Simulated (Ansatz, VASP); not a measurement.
# CdSe in VASP and in Ansatz

Contents of POSCAR:

```
CdSe
1.0
   -0.0268922944      3.0496607589      3.0496607589
    3.0496607589     -0.0268922944      3.0496607589
    3.0496607589      3.0496607589     -0.0268922944
Cd Se
1 1
Direct
   -0.0009446140     -0.0009446140     -0.0009446140
    0.2509446140      0.2509446140      0.2509446140
```

File INCAR.step1:

```
  PREC = Accurate
  ENCUT = 500
  ISMEAR = 0
  SIGMA = 0.02
  LREAL = False
  LASPH = True
  NELM = 120
  GGA = PE
  ALGO = Normal
  EDIFF = 1E-5
  LWAVE = True
  LCHARG = False
  GGA_COMPAT = False
  IBRION = 2
  EDIFFG = -0.01
  NELMIN = 4
  NSW = 100
```

The input INCAR.step2:

```
  PREC = Accurate
  ENCUT = 500
  EDIFF = 1E-7
  ISMEAR = 0
  SIGMA = 0.02
  LREAL = False
  LASPH = True
  NELM = 120
  ALGO = Normal
  ISIF = 2
  LWAVE = False
  LCHARG = False
  METAGGA = R2SCAN
  LMIXTAU = True
  IBRION = 2
  NSW = 60
  EDIFFG = -0.002
  ISTART = 1
  GGA_COMPAT = False
  NELMIN = 4
```

KPOINTS

```
regular mesh
0
Gamma
  6 6 6
```

Input for Ansatz:

```yaml
crystal:
  lattice:
    - [-0.0268922944, 3.0496607589, 3.0496607589]
    - [3.0496607589, -0.0268922944, 3.0496607589]
    - [3.0496607589, 3.0496607589, -0.0268922944]
  atoms:
    - { symbol: Cd, position: [-0.000944614, -0.000944614, -0.000944614] }
    - { symbol: Se, position: [0.250944614, 0.250944614, 0.250944614] }
basis:
  ecutwfc: 500
kpoints:
  mp_grid: { grid: [6, 6, 6] }
hamiltonian:
  xc: r2scan
  pseudopotentials: { kind: paw, azcp: { folder: soft_1 } }
scf:
  occupations: { method: gaussian, width: 0.02 }
output:
  forces: true
  stress: true
  eigenvalues: true
relax:
  adjacent_minimum: "off"
  f_tol: 0.002
  max_steps: 40
```

Change from the starting cell: strained cell.

Alike in both runs: task relaxation of the atoms; functional r2SCAN; k mesh 6 × 6 × 6; occupations gaussian, width 0.02 eV; no spin polarisation.

|  | VASP | Ansatz |
| --- | --- | --- |
| version | VASP 6.6.1 | Ansatz 0.2.0 |
| potentials or method | VASP PAW PBE potentials, release 64 (Cd, Se), cutoff 500 eV | scalar-relativistic, plane waves, PAW |
| valence electrons in the cell | 18 | 36 |

|  | VASP | Ansatz | Ansatz less VASP |
| --- | --- | --- | --- |
| gap on the k mesh at the Fermi level, each at its own relaxed structure (eV) | 1.00 | 1.00 | +0.004 |

VASP's potentials were made for PBE, not for r2SCAN. VASP's potentials hold 18 valence electrons a cell and Ansatz's 36, so a difference there can come from the potentials and not from the codes. Ansatz's warnings: stress scf threshold loose.

Noted on VASP's run: the relaxation stopped at its first step, so nothing moved.
